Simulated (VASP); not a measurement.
Crystal: AlIn3Sb2.

```xyz
6
Lattice="4.1857 2.4166 2.9720 -4.1857 2.4166 2.9720 0.0000 -4.8332 2.9720" Properties=species:S:1:pos:R:3 pbc="T T T"
Al    0.0000    0.0000    4.4579
In   -2.0928    1.2083    1.4860
In    0.0000   -2.4166    1.4860
In    2.0928    1.2083    1.4860
Sb    0.0000    0.0000    6.8724
Sb    0.0000    0.0000    2.0435
```

The cell was built from a structure type or drawn by symmetry, and may not be a known phase.

```yaml
Program: VASP 6.6.1
Task: relaxation of cell and atoms
Functional: PBE
Potentials_or_basis: VASP PAW PBE potentials, release 64 (Al, In_d, Sb)
Cutoff: 600 eV
k_mesh: 3 × 3 × 3
Occupations: gaussian, width 0.1 eV
Spin: no spin polarisation
```

At the start: pressure 17.6 GPa; volume 30.06 Å³/atom.

Q: How do energy, volume and symmetry change on relaxing?

A: Over 20 steps the energy falls by 682.2 meV/atom and the volume is 44.98 Å³/atom (+49.6 %); space group R-3m (No. 166, to 0.1 Å) before and after.

The path:
```
step  energy change (eV)  largest force (eV/Å)  pressure (GPa)  volume (Å³)
   1              0.0000                0.1804           17.59       180.37
   2             -3.5700                0.1425           -0.17       280.35
   3             -3.5707                0.1525           -0.24       281.80
   4             -3.6758                0.0106            0.00       279.40
   5             -3.5628                2.1918            1.88       270.75
   6             -3.7386                0.3005            0.32       277.24
   7             -3.7471                0.9492            0.87       274.47
   8             -3.7563                0.6052            0.60       275.77
   9             -3.8300                0.7157            0.31       282.88
  10             -3.8699                1.0293           -0.06       303.22
  11             -3.8827                0.9450            0.07       295.97
  12             -3.9401                0.4456           -0.50       301.56
  13             -3.9472                0.2303           -0.76       304.37
  14             -3.9898                0.2172           -0.68       298.61
  15             -4.0773                0.1030           -0.31       281.68
  16             -4.0782                0.0679            0.01       273.66
  17             -4.0826                0.0295           -0.16       277.58
  18             -4.0909                0.0762           -0.17       274.53
  19             -4.0913                0.1013           -0.17       273.76
  20             -4.0933                0.0036            0.05       269.87
```

Final structure:
```
Al In Sb
1.0
     5.29388    3.05642    2.77977
    -5.29388    3.05642    2.77977
     0.00000   -6.11285    2.77977
Al In Sb
1 3 2
Direct
  0.50000 0.50000 0.50000
  0.00000 0.50000 0.00000
  0.00000 0.00000 0.50000
  0.50000 0.00000 0.00000
  0.80687 0.80687 0.80687
  0.19313 0.19313 0.19313
```

Caveat: the k points lie up to 0.34 Å⁻¹ apart in the final cell; the volume moved by over 15 % at a fixed basis, so the end points are rough.
